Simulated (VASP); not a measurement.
**Os: single point with LDA**

Os:

```
Os
1.0
     2.71752    0.00000    0.00000
    -1.35876    2.35345    0.00000
     0.00000    0.00000    4.28446
Os
2
Direct
  0.33333 0.66667 0.25000
  0.66667 0.33333 0.75000
```

```
Program             : VASP 6.6.1
Task                : single point
Functional          : LDA
Potentials or basis : VASP PAW LDA potentials, release 64 (Os)
Cutoff              : 520 eV
k mesh              : 13 × 13 × 8
Occupations         : methfessel-paxton, width 0.03 eV
Spin                : no spin polarisation
```

```yaml
Pressure: 0.9 GPa
Band_gap_on_the_k_mesh: zero (bands 8 and 9 overlap by 3.94 eV)
```

Stress tensor (GPa, compression positive):
```
1.31 0.00 0.00
0.00 1.31 0.00
0.00 0.00 0.09
```

Levels at points of the mesh, in eV from the Fermi level:
```csv
k point,band 4,band 5,band 6,band 7,band 8,band 9,band 10,band 11,band 12,band 13
"(0.00, 0.00, 0.00)",-3.22,-2.93,-2.35,-2.35,-1.69,-1.69,0.13,1.68,1.68,9.30
"(0.00, 0.00, 0.50)",-3.69,-3.42,-3.42,-3.42,-3.42,0.86,0.86,0.86,0.86,13.77
```

Wall time 18 s on 1 thread of Intel(R) Xeon(R) Platinum 8488C (Sapphire Rapids), on a shared host, peak memory 0.15 GiB.

Caveat: spin-orbit coupling is left out, which moves the levels of the heavy elements.
